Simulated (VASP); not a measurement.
# SiH10C20 in VASP: further runs, part 3 of 3

VASP 6.6.1. Earlier steps stand in the parts before.

**4. Single point, PBE, collinear spin, zero start**

Input file INCAR:

```
SYSTEM = SiH10C20
PREC = Accurate
ENCUT = 520
EDIFF = 1E-7
ISMEAR = 0
SIGMA = 0.02
LREAL = Auto
LASPH = .True.
NELM = 150
ALGO = Normal
ISIF = 2
LWAVE = .False.
LCHARG = .False.
ISPIN = 2
MAGMOM = 0 0 0 0 0 0 0 0 0 0 0 0 0 0 0 0 0 0 0 0 0 0 0 0 0 0 0 0 0 0 0
LORBIT = 11
GGA = PE
NBANDS = 72
```

Input file KPOINTS:

```
regular mesh
0
Gamma
  2 2 1
  0 0 0
```

Input file POSCAR:

```
SiH10C20
1.0
    5.0487420000      0.0000000000      0.0000000000
    0.0000000000      5.0487420000      0.0000000000
    0.0000000000      0.0000000000     15.8355610000
H C Si
10 20 1
Direct
    0.4277867635      0.0000000000      0.0631490100
    0.0722132365      0.0000000000      0.0631490100
    0.9277867635      0.0000000000      0.0631490100
    0.5722132365      0.0000000000      0.0631490100
    0.4277867635      0.5000000000      0.0631490100
    0.0722132365      0.5000000000      0.0631490100
    0.9277867635      0.5000000000      0.0631490100
    0.5722132365      0.5000000000      0.0631490100
    0.2527889126      0.5037007239      0.3880454251
    0.7505269630      0.5023590035      0.3881483580
    0.2500000990      0.0000000000      0.1032296867
    0.7500000990      0.0000000000      0.1032296867
    0.2500000990      0.5000000000      0.1032296867
    0.7500000990      0.5000000000      0.1032296867
    0.2500000990      0.2500000990      0.1595901781
    0.7500000990      0.2500000990      0.1595901781
    0.2500000990      0.7500000990      0.1595901781
    0.7500000990      0.7500000990      0.1595901781
    0.0027755429      0.2473186390      0.2130262389
    0.5006744254      0.2515177048      0.2106796216
    0.0020797260      0.7487366160      0.2213775691
    0.5011165158      0.7514182741      0.2196851757
    0.0082137293      0.0128134890      0.2767646817
    0.5031021589      0.0195426900      0.2704137858
    0.0036888397      0.4804866242      0.2736074207
    0.5011489991      0.4837773449      0.2727053371
    0.2673969080      0.0855846862      0.3280323949
    0.7515521688      0.0842663380      0.3239606099
    0.2548743826      0.4104351143      0.3252165174
    0.7510771990      0.4136753274      0.3236250992
    0.6241655842     -0.0376297700      0.4279724602
```

Potentials or basis: VASP PAW PBE potentials, release 64 (H, C, Si).

Command:

```bash
$ cat potpaw_PBE.64/H/POTCAR potpaw_PBE.64/C/POTCAR potpaw_PBE.64/Si/POTCAR > POTCAR
$ mpirun -np 1 vasp_std > vasp.out
```

OUTCAR:

```text
SYSTEM = SiH10C20
   PREC = Accurate
   ENCUT = 520
   EDIFF = 1E-7
   ISMEAR = 0
   LREAL = Auto
   LASPH = .True.
   NELM = 150
   ISIF = 2
   ISPIN = 2
   LORBIT = 11
   GGA = PE

 ion  position               nearest neighbor table
   1  0.428  0.000  0.063-   4 0.73  11 1.10
   2  0.072  0.000  0.063-   3 0.73  11 1.10
   3  0.928  0.000  0.063-   2 0.73  12 1.10
   4  0.572  0.000  0.063-   1 0.73  12 1.10
   5  0.428  0.500  0.063-   8 0.73  13 1.10
   6  0.072  0.500  0.063-   7 0.73  13 1.10
   7  0.928  0.500  0.063-   6 0.73  14 1.10
   8  0.572  0.500  0.063-   5 0.73  14 1.10
   9  0.253  0.504  0.388-  29 1.10
  10  0.751  0.502  0.388-  30 1.12
  11  0.250  0.000  0.103-   1 1.10   2 1.10  17 1.55  15 1.55
  12  0.750  0.000  0.103-   3 1.10   4 1.10  18 1.55  16 1.55
  13  0.250  0.500  0.103-   5 1.10   6 1.10  15 1.55  17 1.55
  14  0.750  0.500  0.103-   7 1.10   8 1.10  16 1.55  18 1.55
  15  0.250  0.250  0.160-  20 1.50  19 1.51  13 1.55  11 1.55
  16  0.750  0.250  0.160-  20 1.50  19 1.53  14 1.55  12 1.55
  17  0.250  0.750  0.160-  11 1.55  13 1.55  22 1.59  21 1.59
  18  0.750  0.750  0.160-  12 1.55  14 1.55  22 1.58  21 1.61
  19  0.003  0.247  0.213-  15 1.51  25 1.52  16 1.53  23 1.56
  20  0.501  0.252  0.211-  16 1.50  15 1.50  24 1.51  26 1.53
  21  0.002  0.749  0.221-  25 1.59  17 1.59  23 1.60  18 1.61
  22  0.501  0.751  0.220-  24 1.57  18 1.58  17 1.59  26 1.59
  23  0.008  0.013  0.277-  28 1.54  19 1.56  27 1.58  21 1.60
  24  0.503  0.020  0.270-  20 1.51  27 1.54  28 1.55  22 1.57  31 2.58
  25  0.004  0.480  0.274-  19 1.52  30 1.54  29 1.55  21 1.59
  26  0.501  0.484  0.273-  20 1.53  30 1.54  29 1.54  22 1.59
  27  0.267  0.086  0.328-  24 1.54  23 1.58  29 1.64  31 2.48
  28  0.752  0.084  0.324-  23 1.54  24 1.55  30 1.66  31 1.87
  29  0.255  0.410  0.325-   9 1.10  26 1.54  25 1.55  27 1.64
  30  0.751  0.414  0.324-  10 1.12  26 1.54  25 1.54  28 1.66
  31  0.624  0.962  0.428-  28 1.87  27 2.48  24 2.58

  LATTYP: Found a simple tetragonal cell.
 ALAT       =     5.0487420000
 C/A-ratio  =     3.1365359925

  Lattice vectors:

 A1 = (   5.0487420000,   0.0000000000,   0.0000000000)
 A2 = (   0.0000000000,   5.0487420000,   0.0000000000)
 A3 = (   0.0000000000,   0.0000000000,  15.8355610000)

Analysis of symmetry for initial positions (statically):
=====================================================================
 Subroutine PRICEL returns:
 Original cell was already a primitive cell.

 Routine SETGRP: Setting up the symmetry group for a
 simple tetragonal supercell.

 Subroutine GETGRP returns: Found  1 space group operations
 (whereof  1 operations were pure point group operations)
 out of a pool of 16 trial point group operations.

The static configuration has the point symmetry C_1 .

Analysis of symmetry for dynamics (positions and initial velocities):
=====================================================================
 Subroutine PRICEL returns:
 Original cell was already a primitive cell.

 Routine SETGRP: Setting up the symmetry group for a
 simple tetragonal supercell.

 Subroutine GETGRP returns: Found  1 space group operations
 (whereof  1 operations were pure point group operations)
 out of a pool of 16 trial point group operations.

The dynamic configuration has the point symmetry C_1 .

Analysis of structural, dynamic, and magnetic symmetry:
=====================================================================
 Subroutine PRICEL returns:
 Original cell was already a primitive cell.

 Routine SETGRP: Setting up the symmetry group for a
 simple tetragonal supercell.
[... 159 lines left out ...]
   IALGO  =     38    algorithm
   IMIX   =      4    mixing-type and parameters
     AMIX     =   0.40;   BMIX     =  1.00
     AMIX_MAG =   1.60;   BMIX_MAG =  1.00
  volume/ion in A,a.u.               =      13.02        87.87
  Fermi-wavevector in a.u.,A,eV,Ry     =   1.007204  1.903340 13.802569  1.014460
  Thomas-Fermi vector in A             =   2.139994
   LORBIT       =     11    0 simple, 1 ext, 2 COOP (PROOUT), +10 PAW based schemes
   GGA     = PE    functional components
   LHFCALC =     F    Hartree Fock is set to
   AEXX    =    0.0000 exact exchange contribution
   IVDW    =     0    specifies the selected vdW correction
   LEPSILON=     F    determine dielectric tensor
   LRPA    =     F    only Hartree local field effects (RPA)
 spin polarized calculation
 Gauss-broadening in eV      SIGMA  =   0.02
  energy-cutoff  :      520.00
  volume of cell :      403.65
 maximum number of plane-waves:     10887
 NGX is ok and might be reduce to    40
   NGX = 19   NGY = 19   NGZ = 59

 number of electron      94.0000008 magnetization       0.0022234

 number of electron      94.0000008 magnetization      -0.0004721

 Free energy of the ion-electron system (eV)
  ---------------------------------------------------
  ext. energy  EPLUGINS =         0.00000000
  ---------------------------------------------------
  free energy    TOTEN  =      -203.86813183 eV

  energy without entropy =     -203.86592877  energy(sigma->0) =     -203.86703030

 E-fermi :   1.4064     XC(G=0):  -6.0015

 val. band max:        1.3869825626   @ k =   0.0000   0.5000   0.0000
 cond. band min:       1.4258331088   @ k =   0.5000   0.5000   0.0000
 fundamental gap:      0.0388505462
 Fermi energy:         1.4063825696

 spin component 1

 k-point     1 :       0.0000    0.0000    0.0000
  band No.  band energies     occupation
      1     -19.6845      1.00000
      2     -17.4847      1.00000
      3     -15.4936      1.00000
      4     -15.1439      1.00000
      5     -15.1223      1.00000
      6     -15.1121      1.00000
[... 237 lines left out ...]
     58       6.8640      0.00000
     59       6.9972      0.00000
 Fermi energy:         1.4063825696

 spin component 2

 k-point     1 :       0.0000    0.0000    0.0000
  band No.  band energies     occupation
      1     -19.6846      1.00000
      2     -17.4848      1.00000
      3     -15.4936      1.00000
      4     -15.1439      1.00000
      5     -15.1223      1.00000
      6     -15.1122      1.00000
[... 237 lines left out ...]
     58       6.8627      0.00000
     59       6.9955      0.00000
 [bands above 59 left out]

------------------------ aborting loop because EDIFF is reached ----------------------------------------

  FORCE on cell =-STRESS in cart. coord.  units (eV):
  Direction    XX          YY          ZZ          XY          YZ          ZX
  --------------------------------------------------------------------------------------
  -------------------------------------------------------------------------------------
  Total       68.9949947     -6.7097117     -4.6048618      1.6825997      0.3061758     -5.0676227
  in kB      273.8598453    -26.6326655    -18.2779452      6.6786945      1.2152948    -20.1147689
  external PRESSURE =      76.3164115 kB  Pullay stress =       0.0000000 kB

 VOLUME and BASIS-vectors are now :
 -----------------------------------------------------------------------------
  energy-cutoff  :      520.00
  volume of cell :      403.65
      direct lattice vectors                 reciprocal lattice vectors
     5.048742000  0.000000000  0.000000000     0.198069143  0.000000000  0.000000000
     0.000000000  5.048742000  0.000000000     0.000000000  0.198069143  0.000000000
     0.000000000  0.000000000 15.835561000     0.000000000  0.000000000  0.063149010

 POSITION                                       TOTAL-FORCE (eV/Angst)
 -----------------------------------------------------------------------------------
      2.15978      0.00000      1.00000        -8.920637     -0.059058      0.038450
      0.36459      0.00000      1.00000         8.915392     -0.038089      0.034847
      4.68416      0.00000      1.00000        -8.917842     -0.044254      0.033809
      2.88896      0.00000      1.00000         8.910088     -0.052848      0.037907
      2.15978      2.52437      1.00000        -8.933343      0.030205      0.051065
      0.36459      2.52437      1.00000         8.913839      0.067969      0.022971
[... 23 lines left out ...]
      3.79199      2.08854      5.12478        -0.001562      0.013497      0.010972
      3.15125      4.85876      6.77718        -1.532143      0.147965     -0.209528
 -----------------------------------------------------------------------------------
    total drift:                               -0.030592     -0.004869      0.004720

  FREE ENERGIE OF THE ION-ELECTRON SYSTEM (eV)
  ---------------------------------------------------
  free  energy   TOTEN  =      -203.8681318284 eV

  energy  without entropy=     -203.8659287741  energy(sigma->0) =     -203.86703030

 total charge

# of ion       s       p       d       tot
------------------------------------------
    1        0.742   0.102   0.000   0.845
    2        0.742   0.102   0.000   0.844
    3        0.742   0.102   0.000   0.845
    4        0.742   0.102   0.000   0.844
    5        0.742   0.102   0.000   0.844
    6        0.742   0.102   0.000   0.845
[... 23 lines left out ...]
   30        0.838   1.688   0.000   2.526
   31        0.907   0.651   0.000   1.558
--------------------------------------------------
tot         24.837  36.213   0.000  61.050

 magnetization (x)

# of ion       s       p       d       tot
------------------------------------------
    1       -0.000  -0.000   0.000  -0.000
    2       -0.000  -0.000   0.000  -0.000
    3       -0.000  -0.000   0.000  -0.000
    4       -0.000  -0.000   0.000  -0.000
    5       -0.000  -0.000   0.000  -0.000
    6       -0.000  -0.000   0.000  -0.000
[... 23 lines left out ...]
   30        0.000  -0.000   0.000  -0.000
   31        0.000   0.000   0.000   0.000
--------------------------------------------------
tot         -0.000  -0.001   0.000  -0.001
```

Wall time 6.7 min (1 thread of Intel Xeon 6975P-C (Granite Rapids), shared host); peak memory 0.64 GiB.

Results:

```
Free energy                                           : -203.8681 eV
Largest force                                         : 8.934 eV/Å
Band gap on the k mesh                                : 0.04 eV (least direct gap 0.08 eV)
Net moment                                            : 0.00 μB per cell
Valence electrons inside the program's atomic spheres : H 0.84, 0.69, 0.68 (each value once); C 2.68, 2.60, 2.59, 2.51, 2.62, 2.66, 2.46, 2.49, 2.50, 2.58, 2.56, 2.40, 2.53, 2.54 (each value once); Si 1.56
```

Forces on the atoms (eV/Å):
```
H   -8.921 -0.059  0.038
H    8.915 -0.038  0.035
H   -8.918 -0.044  0.034
H    8.910 -0.053  0.038
H   -8.933  0.030  0.051
H    8.914  0.068  0.023
H   -8.919  0.067  0.009
H    8.912  0.029  0.072
H    0.044  0.020  0.035
H    0.023 -0.003  0.016
C   -0.062 -0.139  1.040
C    0.092 -0.127  1.056
C   -0.152  0.158  1.018
C    0.273  0.151  1.058
C    0.032  0.009 -2.872
C    0.453 -0.093 -2.716
C    0.080 -0.027  0.489
C    0.214  0.023  0.546
C    0.027 -0.031  0.050
C    0.010  0.039 -0.068
C    0.027 -0.006  0.046
C    0.007  0.024 -0.037
C    0.061 -0.070  0.143
C    0.099  0.007 -0.135
C    0.027 -0.002  0.033
C    0.018  0.060 -0.010
C    0.221 -0.064  0.147
C    0.027 -0.059 -0.002
C    0.053 -0.031  0.063
C   -0.002  0.013  0.011
Si  -1.532  0.148 -0.210
```

Caveat: the k points lie up to 0.62 Å⁻¹ apart; there is no dipole correction, which matters where the two faces differ.

**5. Single point, PBE, collinear spin, zero start**

Input file INCAR:

```
SYSTEM = SiH10C20
ALGO = Normal
EDIFF = 1E-6
ENCUT = 520
GGA = PE
ISIF = 2
ISMEAR = 0
ISPIN = 2
LASPH = .TRUE.
LCHARG = .TRUE.
LELF = .TRUE.
LORBIT = 11
LREAL = Auto
LVHAR = .TRUE.
LWAVE = .FALSE.
MAGMOM = 0 0 0 0 0 0 0 0 0 0 0 0 0 0 0 0 0 0 0 0 0 0 0 0 0 0 0 0 0 0 0
NBANDS = 72
NELM = 150
PREC = Accurate
SIGMA = 0.02
```

Input file KPOINTS:

```
k-points
0
G
  2 2 1
  0 0 0
```

Input file POSCAR:

```
SiH10C20
1.0
    5.0487420000      0.0000000000      0.0000000000
    0.0000000000      5.0487420000      0.0000000000
    0.0000000000      0.0000000000     15.8355610000
H C Si
10 20 1
Direct
    0.4277867635      0.0000000000      0.0631490100
    0.0722132365      0.0000000000      0.0631490100
    0.9277869616      0.0000000000      0.0631490100
    0.5722132365      0.0000000000      0.0631490100
    0.4277867635      0.5000000000      0.0631490100
    0.0722132365      0.5000000000      0.0631490100
    0.9277869616      0.5000000000      0.0631490100
    0.5722132365      0.5000000000      0.0631490100
    0.2472116816      0.5037003277      0.3880453620
    0.7494734332      0.5023592016      0.3881483580
    0.2500000990      0.0000000000      0.1032296867
    0.7500000990      0.0000000000      0.1032296867
    0.2500000990      0.5000000000      0.1032296867
    0.7500000990      0.5000000000      0.1032296867
    0.2500000990      0.2500000990      0.1595901781
    0.7500000990      0.2500000990      0.1595901781
    0.2500000990      0.7500000990      0.1595901781
    0.7500000990      0.7500000990      0.1595901781
   -0.0006740293      0.2515173087      0.2106797479
    0.4972248532      0.2473192332      0.2130259863
   -0.0011165158      0.7514180760      0.2196853651
    0.4979206701      0.7487368140      0.2213775060
   -0.0031013666      0.0195422939      0.2704142910
    0.4917868649      0.0128140832      0.2767642397
   -0.0011486030      0.4837771469      0.2727054002
    0.4963115564      0.4804870203      0.2736073575
    0.2326054688      0.0855850824      0.3280318897
    0.7484478312      0.0842665361      0.3239605468
    0.2451266078      0.4104347182      0.3252164543
    0.7489231971      0.4136753274      0.3236250361
    0.8758110436     -0.0376321468      0.4279746073
```

Command:

```bash
$ cat potpaw_PBE.64/H/POTCAR potpaw_PBE.64/C/POTCAR potpaw_PBE.64/Si/POTCAR > POTCAR
$ mpirun -np 1 vasp_std > vasp.out
```

Run time: 19 min. Hardware: 1 thread of Intel Xeon 8259CL, shared host; peak memory 0.66 GiB.

It converged, with:

* Free energy: -203.8679 eV
* Largest force: 8.937 eV/Å
* Band gap on the k mesh: 0.04 eV (least direct gap 0.08 eV)
* Net moment: 0.02 μB per cell
* Valence electrons inside the program's atomic spheres: H 0.84, 0.69, 0.68 (each value once); C 2.68, 2.60, 2.59, 2.51, 2.66, 2.62, 2.49, 2.46, 2.58, 2.50, 2.56, 2.40, 2.53, 2.54 (each value once); Si 1.56

Forces on the atoms (eV/Å):
```
H   -8.919 -0.038  0.038
H    8.924 -0.059  0.042
H   -8.914 -0.053  0.041
H    8.921 -0.044  0.037
H   -8.917  0.068  0.026
H    8.937  0.030  0.054
H   -8.915  0.029  0.074
H    8.922  0.067  0.012
H   -0.044  0.020  0.035
H   -0.023 -0.002  0.018
C    0.061 -0.138  1.034
C   -0.092 -0.127  1.050
C    0.152  0.157  1.013
C   -0.273  0.150  1.053
C   -0.032  0.009 -2.873
C   -0.452 -0.093 -2.717
C   -0.080 -0.027  0.496
C   -0.214  0.023  0.552
C   -0.010  0.039 -0.068
C   -0.026 -0.031  0.050
C   -0.008  0.024 -0.041
C   -0.027 -0.005  0.042
C   -0.099  0.008 -0.135
C   -0.062 -0.069  0.144
C   -0.017  0.059 -0.010
C   -0.027 -0.002  0.034
C   -0.220 -0.065  0.146
C   -0.028 -0.059 -0.005
C   -0.053 -0.031  0.062
C    0.002  0.012  0.010
Si   1.532  0.148 -0.210
```

Levels at points of the mesh, in eV from the valence-band top:
Spin up:
```tsv
k point	band 45	band 46	band 47	band 48	band 49	band 50
(0.00, 0.00, 0.00)	-0.93	-0.55	-0.03	0.44	1.73	2.12
(0.50, 0.00, 0.00)	-2.23	-2.03	-1.08	0.44	1.62	3.33
(0.00, 0.50, 0.00)	-0.76	-0.25	-0.01	0.08	1.90	3.08
(0.50, 0.50, 0.00)	-2.63	-2.03	-0.95	0.04	2.02	3.65
```
Spin down:
| k point | band 43 | band 44 | band 45 | band 46 | band 47 | band 48 | band 49 | band 50 | band 51 | band 52 |
| --- | --- | --- | --- | --- | --- | --- | --- | --- | --- | --- |
| (0.00, 0.00, 0.00) | -2.44 | -2.38 | -0.93 | -0.54 | -0.02 | 0.44 | 1.73 | 2.12 | 3.14 | 3.95 |
| (0.50, 0.00, 0.00) | -2.44 | -2.26 | -2.23 | -2.03 | -1.08 | 0.44 | 1.62 | 3.33 | 3.38 | 4.07 |
| (0.00, 0.50, 0.00) | -2.69 | -2.23 | -0.76 | -0.24 | 0.00 | 0.08 | 1.90 | 3.08 | 3.11 | 3.47 |
| (0.50, 0.50, 0.00) | -3.04 | -2.83 | -2.62 | -2.03 | -0.95 | 0.04 | 2.02 | 3.65 | 3.98 | 4.18 |

Caveat: the k points lie up to 0.62 Å⁻¹ apart; there is no dipole correction, which matters where the two faces differ.

**6. Overview**

| cell | gap on the mesh (eV) | moment (μB) | largest force (eV/Å) |
| --- | --- | --- | --- |
| as given, atomic positions A | 0.04 | 0.00 | 8.92 |
| as given, atomic positions B | 0.05 | 0.00 | 8.95 |
| as given, atomic positions C | 0.04 | 0.00 | 8.93 |
| as given, atomic positions D | 0.04 | 0.02 | 8.94 |

Alike in all rows: task single point; level PBE; potentials or basis VASP PAW PBE potentials, release 64 (H, C, Si); spin collinear, zero start; k mesh 2 × 2 × 1; cutoff (eV) 520; smearing gaussian 0.02 eV.

Caveats: all runs use coarse meshes; there is no dipole correction, which matters where the two faces differ.

Total energies depend on the potentials used, so only differences within one code and one set of settings carry meaning.
